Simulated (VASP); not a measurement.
Runs of VASP 6.6.1 on Ti2NbB3. The structure is that of space group P-3m1 (No. 164), or close to it. The cells are those of the table. 

| task | spin | cell | k mesh | cutoff (eV) | gap on the mesh (eV) | pressure (GPa) | largest force (eV/Å) |
| --- | --- | --- | --- | --- | --- | --- | --- |
| single point | off | a = 3.225, b = 3.225, c = 7.890 Å, angles 90.0, 90.0, 120.0°, 6 atoms | 6 × 6 × 4 | 520 | none | (a) | 0.01 |
| single point | collinear, ferromagnetic start | a = 3.225, b = 3.225, c = 7.890 Å, angles 90.0, 90.0, 120.0°, 6 atoms | 6 × 6 × 2 | 520 | none | (b) | 0.08 |
| relaxation of cell and atoms | off | relaxed from a = 3.378, b = 3.378, c = 5.889 Å, angles 90.0, 90.0, 120.0°, 6 atoms | 6 × 6 × 4 | 600 | none | 0.0 | - |
| single point | off | a = 3.378, b = 3.378, c = 5.889 Å, angles 90.0, 90.0, 120.0°, 6 atoms | 6 × 6 × 4 | 520 | none | 50.9 | 3.05 |

Alike in all rows: level PBE; potentials or basis VASP PAW PBE potentials, release 64 (Ti_sv, Nb_sv, B); smearing gaussian 0.1 eV.

Problem. Fill in the values left out.

Solution. (a) -0.1; (b) -0.2.

Caveats: some runs use coarse meshes; forces of over 1 eV/Å act on the atoms, so gaps and moduli don't describe the material at rest (some runs).

A k mesh can miss the band edges, and the runs leave out spin-orbit coupling on Nb.

A gap of «none» marks levels without a gap at the run's occupations.
